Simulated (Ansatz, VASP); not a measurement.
**CdH2O2: VASP beside Ansatz**

```
Cd H O
1.0
     3.52721    0.00000    0.00000
    -1.76360    3.05464    0.00000
     0.00000    0.00000    4.65841
Cd H O
1 2 2
Direct
  0.00000 0.00000 0.00000
  0.66667 0.33333 0.55096
  0.33333 0.66667 0.44904
  0.66667 0.33333 0.75937
  0.33333 0.66667 0.24063
```

Alike in both runs: task single point; functional PBEsol; k mesh 6 × 6 × 4; no spin polarisation.

```csv
,VASP,Ansatz
version,VASP 6.6.1,Ansatz 0.2.0
potentials or method,"VASP PAW PBE potentials, release 64 (Cd_sv_GW, H, O), cutoff 700 eV","plane waves, PAW"
occupations,"gaussian, width 0.01 eV",fixed
valence electrons in the cell,34,34
```

|  | VASP | Ansatz | Ansatz less VASP |
| --- | --- | --- | --- |
| pressure (GPa) | -1.7 | -1.7 | +0.01 |
| traceless stress, the component that is largest in VASP (GPa) | 1.97 | 1.37 | -0.598 |

VASP's potentials were made for PBE, not for PBEsol. Ansatz's warnings: structure snapped to symmetry.
